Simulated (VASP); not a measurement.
Input of a VASP 6.6.1 run:

INCAR

```
PREC     = Accurate       # precision mode
ENCUT    = 520            # plane-wave cutoff, eV
EDIFF    = 1E-6           # SCF threshold, eV
ISMEAR   = -1             # smearing method
SIGMA    = 0.05           # smearing width, eV
LREAL    = False          # projectors in reciprocal space
LASPH    = True           # aspherical terms in the spheres
NELM     = 60             # most SCF steps
ALGO     = Normal         # electronic algorithm
ISIF     = 2              # what is computed and relaxed
LWAVE    = False          # write WAVECAR
LCHARG   = True           # write CHGCAR
GGA      = PE             # functional
LELF     = True           # ELF
LVHAR    = True         
NBANDS   = 17             # bands
```

The input KPOINTS:

```
Automatic mesh
0
Gamma
  12 12 12
```

The input POSCAR:

```
Pt
1.0
    0.0000000000      2.9143694573      2.9143694573
    2.9143694573      0.0000000000      2.9143694573
    2.9143694573      2.9143694573      0.0000000000
Pt
2
Direct
   -0.1250000000     -0.1250000000     -0.1250000000
    0.1250000000      0.1250000000      0.1250000000
```

Potentials or basis: VASP PAW PBE potentials, release 64 (Pt).

The run is started by

```sh
$ cat potpaw_PBE.64/Pt/POTCAR > POTCAR
$ mpirun -np 1 vasp_std > vasp.out
```

Question: Estimate the band gap on the k mesh.

Answer: Zero (band 10 reaches 4.88 eV, above the bottom of band 11 at 4.30 eV).

Question: Estimate the pressure.

Answer: -3.2 GPa.

Caveat: spin-orbit coupling is left out, which moves the levels of the heavy elements.
